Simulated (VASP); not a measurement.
Input of a VASP 6.6.1 run:

INCAR

```
SYSTEM = Rh
PREC = Accurate ; ENCUT = 500
EDIFF = 1E-6 ; ISMEAR = 0
SIGMA = 0.15 ; LREAL = .FALSE.
LASPH = .TRUE. ; NELM = 120
ALGO = Normal ; ISIF = 2
LWAVE = .FALSE. ; LCHARG = .TRUE.
GGA = PS ; LELF = .TRUE.
LVHAR = .TRUE. ; NBANDS = 22
GGA_COMPAT = .FALSE.
```

File KPOINTS:

```
regular mesh
0
G
  18 18 12
  0 0 0
```

Contents of POSCAR:

```
Rh
1.0
    2.6900143566      0.0000000000      0.0000000000
   -1.3450071783      2.3296207694      0.0000000000
    0.0000000000      0.0000000000      4.3620616650
Rh
2
Direct
    0.6666666667      0.3333333333      0.7500000000
    0.3333333333      0.6666666667      0.2500000000
```

Potentials or basis: VASP PAW PBE potentials, release 64 (Rh_pv).

Run with:

```bash
$ cat potpaw_PBE.64/Rh_pv/POTCAR > POTCAR
$ mpirun -np 1 vasp_std > vasp.out
```

What does it give for the band gap on the k mesh?

Zero (bands 15 and 16 overlap by 2.46 eV).

Estimate the pressure.

-2.4 GPa.

Stress tensor (GPa, compression positive):
```
-1.87  0.00  0.00
 0.00 -1.87  0.00
 0.00  0.00 -3.60
```

Caveat: the cell differs from its parent crystal (strain -0.015 along x and y, -0.015 along z); the PAW data sets were made with another functional, which shifts forces and pressure a little.
